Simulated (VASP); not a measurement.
# Nb2B (Fm-3m) in VASP: further runs

The runs below take Nb2B through relaxation of cell and atoms, single point, with PBE.

All numbers are computed with VASP 6.6.1; they aren't measurements. Logs are shortened: lines on timing, memory, paths and dates and some standing lists are left out, and cuts for length are marked.

## 1. The cell of the first run

Symmetry: Fm-3m, No. 225, cubic system. The conventional cell has a = 5.448 Å, b = 5.448 Å, c = 5.448 Å, α = 90.00°, β = 90.00°, γ = 90.00°. Nb (site symmetry -43m) has 4 B at 2.36 Å and 6 Nb at 2.72 Å within 3.1 Å. B (site symmetry m-3m) has 8 Nb at 2.36 Å within 3.1 Å.

## 2. Relaxation of cell and atoms, PBE

The input, INCAR:

```
SYSTEM = Nb2B
PREC = Accurate
ENCUT = 600
EDIFF = 1E-7
ISMEAR = 0
SIGMA = 0.1
LREAL = .FALSE.
LASPH = .TRUE.
NELM = 80
ALGO = Normal
ISIF = 3
LWAVE = .FALSE.
LCHARG = .FALSE.
GGA = PE
IBRION = 2
NSW = 90
EDIFFG = -0.04
```

The input, KPOINTS:

```
Automatic mesh
0
G
  6 6 6
  0 0 0
```

The input, POSCAR:

```
Nb2B
1.0
    0.0000000000      2.7238534100      2.7238534100
    2.7238534100      0.0000000000      2.7238534100
    2.7238534100      2.7238534100      0.0000000000
Nb B
2 1
Direct
    0.2500000000      0.2500000000      0.2500000000
    0.7500000000      0.7500000000      0.7500000000
    0.0000000000      0.0000000000      0.0000000000
```

Potentials or basis: VASP PAW PBE potentials, release 64 (Nb_sv, B).

Launch:

```bash
cat potpaw_PBE.64/Nb_sv/POTCAR potpaw_PBE.64/B/POTCAR > POTCAR
mpirun -np 1 vasp_std > vasp.out
```

OUTCAR:

```text
SYSTEM = Nb2B
   PREC = Accurate
   ENCUT = 600
   EDIFF = 1E-7
   ISMEAR = 0
   LREAL = .FALSE.
   LASPH = .TRUE.
   NELM = 80
   ISIF = 3
   GGA = PE
   IBRION = 2
   NSW = 90
   EDIFFG = -0.04

 ion  position               nearest neighbor table
   1  0.250  0.250  0.250-   3 2.36   3 2.36   3 2.36   3 2.36   2 2.72   2 2.72   2 2.72   2 2.72
                             2 2.72   2 2.72
   2  0.750  0.750  0.750-   3 2.36   3 2.36   3 2.36   3 2.36   1 2.72   1 2.72   1 2.72   1 2.72
                             1 2.72   1 2.72
   3  0.000  0.000  0.000-   2 2.36   2 2.36   2 2.36   1 2.36   1 2.36   1 2.36   2 2.36   1 2.36

  LATTYP: Found a face centered cubic cell.
 ALAT       =     5.4477068200

  Lattice vectors:

 A1 = (   0.0000000000,   2.7238534100,   2.7238534100)
 A2 = (   2.7238534100,   0.0000000000,   2.7238534100)
 A3 = (   2.7238534100,   2.7238534100,   0.0000000000)

Analysis of symmetry for initial positions (statically):
=====================================================================
 Subroutine PRICEL returns:
 Original cell was already a primitive cell.

 Routine SETGRP: Setting up the symmetry group for a
 face centered cubic supercell.

 Subroutine GETGRP returns: Found 48 space group operations
 (whereof 48 operations were pure point group operations)
 out of a pool of 48 trial point group operations.

The static configuration has the point symmetry O_h .

Analysis of symmetry for dynamics (positions and initial velocities):
=====================================================================
 Subroutine PRICEL returns:
 Original cell was already a primitive cell.

 Routine SETGRP: Setting up the symmetry group for a
 face centered cubic supercell.

 Subroutine GETGRP returns: Found 48 space group operations
 (whereof 48 operations were pure point group operations)
 out of a pool of 48 trial point group operations.

The dynamic configuration has the point symmetry O_h .

 Subroutine INISYM returns: Found 48 space group operations
 (whereof 48 operations are pure point group operations),
 and found     1 'primitive' translations

----------------------------------------------------------------------------------------

                                     Primitive cell

  volume of cell :      40.4186

  direct lattice vectors                    reciprocal lattice vectors
     0.000000000  2.723853410  2.723853410    -0.183563476  0.183563476  0.183563476
     2.723853410  0.000000000  2.723853410     0.183563476 -0.183563476  0.183563476
     2.723853410  2.723853410  0.000000000     0.183563476  0.183563476 -0.183563476

  length of vectors
     3.852110434  3.852110434  3.852110434     0.317941267  0.317941267  0.317941267

  position of ions in fractional coordinates (direct lattice)
     0.250000000  0.250000000  0.250000000
     0.750000000  0.750000000  0.750000000
     0.000000000  0.000000000  0.000000000

  ion indices of the primitive-cell ions
   primitive index   ion index
                 1           1
                 2           2
                 3           3

----------------------------------------------------------------------------------------

 KPOINTS: Automatic mesh

Automatic generation of k-mesh.
 Grid dimensions read from file:
 generate k-points for:    6    6    6

 Generating k-lattice:

  Cartesian coordinates                     Fractional coordinates (reciprocal lattice)
    -0.030593913  0.030593913  0.030593913     0.166666667  0.000000000  0.000000000
     0.030593913 -0.030593913  0.030593913     0.000000000  0.166666667  0.000000000
     0.030593913  0.030593913 -0.030593913     0.000000000  0.000000000  0.166666667

  Length of vectors
     0.052990211  0.052990211  0.052990211

  Shift w.r.t. Gamma in fractional coordinates (k-lattice)
     0.000000000  0.000000000  0.000000000

 Subroutine IBZKPT returns following result:
 ===========================================

 Found     16 irreducible k-points:

 Following reciprocal coordinates:
            Coordinates               Weight
  0.000000  0.000000  0.000000      1.000000
  0.166667  0.000000  0.000000      8.000000
  0.333333  0.000000  0.000000      8.000000
  0.500000  0.000000  0.000000      4.000000
  0.166667  0.166667  0.000000      6.000000
  0.333333  0.166667  0.000000     24.000000
[... 8 lines left out ...]
 -0.333333  0.333333  0.166667     24.000000
 -0.333333  0.500000  0.166667     12.000000
   k-points           NKPTS =     16   k-points in BZ     NKDIM =     16   number of bands    NBANDS=     18
   number of dos      NEDOS =    301   number of ions     NIONS =      3
   total plane-waves  NPLWV =  32768
   dimension x,y,z NGX =    32 NGY =   32 NGZ =   32
   dimension x,y,z NGXF=    64 NGYF=   64 NGZF=   64
   ions per type =               2   1
   NGX,Y,Z   is equivalent  to a cutoff of  13.81, 13.81, 13.81 a.u.
   NGXF,Y,Z  is equivalent  to a cutoff of  27.62, 27.62, 27.62 a.u.
 SYSTEM =  Nb2B
   PREC   = accura    normal or accurate (medium, high low for compatibility)
   ISTART =      0    job   : 0-new  1-cont  2-samecut
   ICHARG =      2    charge: 1-file 2-atom 10-const
   ISPIN  =      1    spin polarized calculation?
   LNONCOLLINEAR =      F non collinear calculations
   LSORBIT =      F    spin-orbit coupling
   LASPH  =      T    aspherical Exc in radial PAW
   ENCUT  =  600.0 eV  44.10 Ry    6.64 a.u.   7.69  7.69  7.69*2*pi/ulx,y,z
   NELM   =     80;   NELMIN=  2; NELMDL= -5     # of ELM steps
   EDIFF  = 0.1E-06   stopping-criterion for ELM
   LREAL  =      F    real-space projection
   EDIFFG = -.4E-01   stopping-criterion for IOM
   NSW    =     90    number of steps for IOM
   IBRION =      2    ionic relax: 0-MD 1-quasi-New 2-CG
   NFREE  =      1    steps in history (QN), initial steepest desc. (CG)
   ISIF   =      3    stress and relaxation
   ISYM   =      2    0-nonsym 1-usesym 2-fastsym
   POTIM  = 0.5000    time-step for ionic-motion
   TEBEG  =    0.0;   TEEND  =   0.0 temperature during run
   PSTRESS=    0.0 pullay stress
   NELECT =      29.0000    total number of electrons
   NUPDOWN=      -1.0000    fix difference up-down
   EMIN   =  10.00;   EMAX   =-10.00  energy-range for DOS
   EFERMI =   0.00;   METHOD = LEGACY
   ISMEAR =     0;   SIGMA  =   0.10  broadening in eV -4-tet -1-fermi 0-gaus
   EFERMI_NEDOS =   21; number of points for ismear=-14 and -15
   IALGO  =     38    algorithm
   IMIX   =      4    mixing-type and parameters
     AMIX     =   0.40;   BMIX     =  1.00
     AMIX_MAG =   1.60;   BMIX_MAG =  1.00
  volume/ion in A,a.u.               =      13.47        90.92
  Fermi-wavevector in a.u.,A,eV,Ry     =   1.465594  2.769572 29.224860  2.147967
  Thomas-Fermi vector in A             =   2.581433
   LORBIT       =      0    0 simple, 1 ext, 2 COOP (PROOUT), +10 PAW based schemes
   GGA     = PE    functional components
   LHFCALC =     F    Hartree Fock is set to
   AEXX    =    0.0000 exact exchange contribution
   IVDW    =     0    specifies the selected vdW correction
   LEPSILON=     F    determine dielectric tensor
   LRPA    =     F    only Hartree local field effects (RPA)
 conjugate gradient relaxation of ions
 non-spin polarized calculation
 Gauss-broadening in eV      SIGMA  =   0.10
  energy-cutoff  :      600.00
  volume of cell :       40.42
 maximum number of plane-waves:      1363
   NGX = 15   NGY = 15   NGZ = 15

--------------------------------------- Ionic step        1  -------------------------------------------

 number of electron      28.9999999 magnetization

 Free energy of the ion-electron system (eV)
  ---------------------------------------------------
  ext. energy  EPLUGINS =         0.00000000
  ---------------------------------------------------
  free energy    TOTEN  =       -27.14773489 eV

  energy without entropy =      -27.13087114  energy(sigma->0) =      -27.13930302

------------------------ aborting loop because EDIFF is reached ----------------------------------------

  FORCE on cell =-STRESS in cart. coord.  units (eV):
  Direction    XX          YY          ZZ          XY          YZ          ZX
  --------------------------------------------------------------------------------------
  -------------------------------------------------------------------------------------
  Total        5.7690700      5.7690700      5.7690700     -0.0000000     -0.0000000      0.0000000
  in kB      228.6836933    228.6836933    228.6836933     -0.0000000     -0.0000000      0.0000000
  external PRESSURE =     228.6836933 kB  Pullay stress =       0.0000000 kB
[... 22 lines left out ...]
  energy  without entropy=      -27.1308711401  energy(sigma->0) =      -27.13930302

--------------------------------------- Ionic step        2  -------------------------------------------

 number of electron      28.9999999 magnetization

 E-fermi :   8.2550     XC(G=0): -11.3555

 val. band max:        8.1852292092   @ k =   0.5000   0.3333   0.1667
 cond. band min:       8.3157529410   @ k =   0.5000   0.1667   0.0000
 fundamental gap:      0.1305237318
 Fermi energy:         8.2550143318

 k-point     1 :       0.0000    0.0000    0.0000
  band No.  band energies     occupation
      1     -46.8843      2.00000
      2     -46.6914      2.00000
      3     -23.0478      2.00000
      4     -23.0478      2.00000
      5     -23.0478      2.00000
      6     -22.5696      2.00000
[... 10 lines left out ...]
     17      11.4951      0.00000
     18      11.4951      0.00000
[... 384 lines left out ...]
  energy  without entropy=      -27.4110577963  energy(sigma->0) =      -27.41926357

--------------------------------------- Ionic step        4  -------------------------------------------

 number of electron      29.0000002 magnetization

 Free energy of the ion-electron system (eV)
  ---------------------------------------------------
  ext. energy  EPLUGINS =         0.00000000
  ---------------------------------------------------
  free energy    TOTEN  =       -27.42801266 eV

  energy without entropy =      -27.41149248  energy(sigma->0) =      -27.41975257

 E-fermi :  10.2788     XC(G=0): -12.1518

 val. band max:       10.2457070374   @ k =   0.5000   0.3333   0.1667
 cond. band min:      10.2952066184   @ k =  -0.3333   0.1667   0.0000
 fundamental gap:      0.0494995809
 Fermi energy:        10.2787975928

 k-point     1 :       0.0000    0.0000    0.0000
  band No.  band energies     occupation
      1     -44.6518      2.00000
      2     -44.2781      2.00000
      3     -20.9425      2.00000
      4     -20.9425      2.00000
      5     -20.9425      2.00000
      6     -20.1604      2.00000
[... 10 lines left out ...]
     17      14.2961      0.00000
     18      14.2961      0.00000
[... 343 lines left out ...]
  FREE ENERGIE OF THE ION-ELECTRON SYSTEM (eV)
  ---------------------------------------------------
  free  energy   TOTEN  =       -27.4280126562 eV

  energy  without entropy=      -27.4114924842  energy(sigma->0) =      -27.41975257

 reached required accuracy - stopping structural energy minimisation
```

Run time: 31 s. Hardware: 1 thread of Intel Xeon 6975P-C (Granite Rapids), shared host; peak memory 0.19 GiB.

Results:

```
Free energy                            : -27.4280 eV
Relaxed volume                         : 14.90 Å³/atom
Relaxed cell                           : a = 3.983 Å, b = 3.983 Å, c = 3.983 Å, α = 60.00°, β = 60.00°, γ = 60.00°
Space group after relaxing (to 0.05 Å) : Fm-3m (No. 225)
Energy gained by relaxing              : 93.4 meV/atom
Ionic steps                            : 4
Pressure after relaxing                : -0.1 GPa
```

The path:
```
step  energy change (eV)  largest force (eV/Å)  pressure (GPa)  volume (Å³)
   1              0.0000                0.0000           22.87        40.42
   2              0.3762                0.0000          -22.75        52.74
   3             -0.2797                0.0000           -0.85        44.88
   4             -0.2803                0.0000           -0.09        44.69
```

Final structure:
```yaml
crystal:
  lattice:
    - [0.00000, 2.81668, 2.81668]
    - [2.81668, 0.00000, 2.81668]
    - [2.81668, 2.81668, 0.00000]
  atoms:
    - { symbol: Nb, position: [0.25000, 0.25000, 0.25000] }
    - { symbol: Nb, position: [0.75000, 0.75000, 0.75000] }
    - { symbol: B, position: [0.00000, 0.00000, 0.00000] }
```

## 3. Single point, PBE

This run uses another cell than the first one, of 14.90 Å³/atom, 1.106 times its volume.

The input, INCAR:

```
SYSTEM = Nb2B
  PREC = Accurate
  ENCUT = 520
  EDIFF = 1E-6
  ISMEAR = 0
  SIGMA = 0.1
  LREAL = .False.
  LASPH = .True.
  NELM = 80
  ALGO = Normal
  ISIF = 2
  LWAVE = .False.
  LCHARG = .False.
  GGA = PE
  NBANDS = 22
```

The input, KPOINTS:

```
Automatic mesh
0
Gamma
  14 14 14
  0 0 0
```

The input, POSCAR:

```
Nb2B
1.0
    0.0000000000      2.8170727857      2.8170727857
    2.8170727857      0.0000000000      2.8170727857
    2.8170727857      2.8170727857      0.0000000000
Nb B
2 1
Direct
    0.2500000000      0.2500000000      0.2500000000
    0.7500000000      0.7500000000      0.7500000000
    0.0000000000      0.0000000000      0.0000000000
```

Potentials or basis: VASP PAW PBE potentials, release 64 (Nb_sv, B).

Launch:

```bash
cat potpaw_PBE.64/Nb_sv/POTCAR potpaw_PBE.64/B/POTCAR > POTCAR
mpirun -np 1 vasp_std > vasp.out
```

It took 54 s on 1 thread of Intel Xeon 6975P-C (Granite Rapids), shared host; peak memory 0.22 GiB.

The run converged. Its results:

* Free energy: -27.4412 eV
* Pressure: -0.3 GPa

Levels at points of the mesh, in eV from the Fermi level:
```csv
k point,band 10,band 11,band 12,band 13,band 14,band 15,band 16,band 17,band 18,band 19
"(0.00, 0.00, 0.00)",-4.44,-4.44,-4.44,-2.94,-2.94,2.68,4.00,4.00,4.00,6.28
"(0.50, 0.00, 0.00)",-3.83,-2.78,-2.78,-0.47,-0.47,0.41,0.91,0.91,1.00,1.00
"(0.50, 0.50, 0.00)",-4.77,-2.11,-2.01,-1.54,-1.19,-1.19,1.65,1.65,2.36,2.36
```

## 4. Relaxation of cell and atoms, PBE

This run uses another cell than the first one, of 14.90 Å³/atom, 1.106 times its volume.

The input, INCAR:

```
SYSTEM = Nb2B
PREC = Accurate
ENCUT = 600
EDIFF = 1E-7
ISMEAR = 0
SIGMA = 0.1
LREAL = .False.
LASPH = .True.
NELM = 80
ALGO = Fast
ISIF = 3
LWAVE = .False.
LCHARG = .False.
GGA = PE
IBRION = 2
NSW = 100
EDIFFG = -0.01
```

KPOINTS is that of step 3.

POSCAR is that of step 3.

Launch:

```bash
cat potpaw_PBE.64/Nb_sv/POTCAR potpaw_PBE.64/B/POTCAR > POTCAR
mpirun -np 1 vasp_std > vasp.out
```

It took 3.3 min on 1 thread of Intel Xeon 6975P-C (Granite Rapids), shared host; peak memory 0.25 GiB.

It converged, with:

```
Free energy                            : -27.4418 eV
Relaxed volume                         : 14.88 Å³/atom
Relaxed cell                           : a = 3.982 Å, b = 3.982 Å, c = 3.982 Å, α = 60.00°, β = 60.00°, γ = 60.00°
Space group after relaxing (to 0.05 Å) : Fm-3m (No. 225)
Energy gained by relaxing              : 0.0 meV/atom
Ionic steps                            : 3
Pressure after relaxing                : 0.0 GPa
```

Final structure:
```
Nb B
1.0
     0.00000    2.81579    2.81579
     2.81579    0.00000    2.81579
     2.81579    2.81579    0.00000
Nb B
2 1
Direct
  0.25000 0.25000 0.25000
  0.75000 0.75000 0.75000
  0.00000 0.00000 0.00000
```

Levels at points of the mesh, in eV from the Fermi level:
| k point | band 12 | band 13 | band 14 | band 15 | band 16 | band 17 |
| --- | --- | --- | --- | --- | --- | --- |
| (0.00, 0.00, 0.00) | -4.45 | -2.95 | -2.95 | 2.68 | 4.01 | 4.01 |
| (0.50, 0.00, 0.00) | -2.79 | -0.47 | -0.47 | 0.41 | 0.91 | 0.92 |
| (0.50, 0.50, 0.00) | -2.02 | -1.55 | -1.19 | -1.19 | 1.66 | 1.66 |

## 5. Overview

| task | cell | k mesh | cutoff (eV) | gap on the mesh (eV) | pressure (GPa) | relaxed volume (Å³/atom) |
| --- | --- | --- | --- | --- | --- | --- |
| relaxation of cell and atoms | relaxed from a = 3.852 Å, angles 60.0°, 3 atoms | 6 × 6 × 6 | 600 | none | -0.1 | 14.90 |
| single point | a = 3.984 Å, angles 60.0°, 3 atoms | 14 × 14 × 14 | 520 | none | -0.3 | - |
| relaxation of cell and atoms | relaxed from a = 3.984 Å, angles 60.0°, 3 atoms | 14 × 14 × 14 | 600 | none | 0.0 | 14.88 |

Alike in all rows: level PBE; potentials or basis VASP PAW PBE potentials, release 64 (Nb_sv, B); no spin polarisation; smearing gaussian 0.1 eV.

Absolute energies hang on the potentials; compare differences alone.
